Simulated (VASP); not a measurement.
Write the native input for VASP 6.6.1 that does the following.

```
Task                   : single point
Functional             : PBE
Potentials or basis    : VASP PAW PBE potentials, release 64 (Ti_sv, O)
Cutoff                 : 520 eV
k mesh                 : 8 × 8 × 8
Occupations            : gaussian, width 0.05 eV
Spin                   : no spin polarisation
Hubbard terms          : Ti d U = 4.0 eV
Dipole correction      : no
Further INCAR settings : ALGO = Normal; EDIFF = 1e-06; NBANDS = 33
```

The structure of TiO2 lies in POSCAR:

```
TiO2
1.0
   -1.8306501367      1.8306501367      5.3154757370
    1.8306501367     -1.8306501367      5.3154757370
    1.8306501367      1.8306501367     -5.3154757370
Ti O
2 4
Direct
    0.0000000000      0.0000000000      0.0000000000
    0.7500000000      0.2500000000      0.5000000000
    0.2052277854      0.2052277854      0.0000000000
    0.9552277854      0.4552277854      0.5000000000
    0.5447722146      0.0447722146      0.5000000000
    0.7947722146      0.7947722146      0.0000000000
```

This cell differs from its parent crystal: c/a of the conventional cell at fixed volume 2.9036.

These files were run (other wordings do the same):

INCAR

```
SYSTEM = TiO2
PREC = Accurate
ENCUT = 520
EDIFF = 1E-6
ISMEAR = 0
SIGMA = 0.05
LREAL = .False.
LASPH = .True.
NELM = 150
ALGO = Normal
ISIF = 2
LWAVE = .False.
LCHARG = .False.
LMAXMIX = 4
LDAU = .True.
LDAUTYPE = 2
LDAUL = 2 -1
LDAUU = 4 0
LDAUJ = 0 0
LDAUPRINT = 1
GGA = PE
NBANDS = 33
```

KPOINTS

```
Automatic mesh
0
Gamma
  8 8 8
  0 0 0
```

Potentials or basis: VASP PAW PBE potentials, release 64 (Ti_sv, O).

Command:

```bash
$ cat potpaw_PBE.64/Ti_sv/POTCAR potpaw_PBE.64/O/POTCAR > POTCAR
$ mpirun -np 1 vasp_std > vasp.out
```

It gave:

```
Pressure               : 8.0 GPa
Largest force          : 1.024 eV/Å
Band gap on the k mesh : 2.80 eV, indirect (least direct gap 3.15 eV)
```

Caveat: forces of over 1 eV/Å act on the atoms, so gaps and moduli don't describe the material at rest.

It took 6.2 min on 1 thread of Intel Xeon 6975P-C (shared host), peak memory 0.38 GiB.
